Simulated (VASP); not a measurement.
In2Se3, 5 atoms in the cell. The structure is cubic, space group Pm-3m (No. 221). The conventional cell has a = 5.248 Å, b = 5.248 Å, c = 5.248 Å, α = 90.00°, β = 90.00°, γ = 90.00°. In (site symmetry m-3m) has 6 Se at 2.62 Å within 3.5 Å. Within 4.9 Å of In (site symmetry m-3m) lie 12 Se at 3.71 Å and 8 In at 4.54 Å. Se (site symmetry 4/mmm) has 2 In at 2.62 Å within 3.5 Å. 

```yaml
Program: VASP 6.6.1
Task: single point
Functional: PBE
Potentials_or_basis: VASP PAW PBE potentials, release 64 (In_d, Se)
Cutoff: 520 eV
k_mesh: 4 × 4 × 4
Occupations: gaussian, width 0.1 eV
Spin: no spin polarisation
Dipole_correction: no
Further_INCAR_settings: ALGO = Normal; EDIFF = 1e-06; NBANDS = 30
```

Potentials or basis: VASP PAW PBE potentials, release 64 (In_d, Se).

Launch:

```bash
$ cat potpaw_PBE.64/In_d/POTCAR potpaw_PBE.64/Se/POTCAR > POTCAR
$ mpirun -np 1 vasp_std > vasp.out
```

Hardware: 1 thread of Intel(R) Xeon(R) Platinum 8259CL CPU @ 2.50GHz (Skylake/Cascade Lake), on a shared host.

How long does it take, and how much memory?

Run time: 70 s on 1 thread of Intel(R) Xeon(R) Platinum 8259CL CPU @ 2.50GHz (Skylake/Cascade Lake), on a shared host, peak memory 0.24 GiB. Counts: scf iterations 13, k points 10.
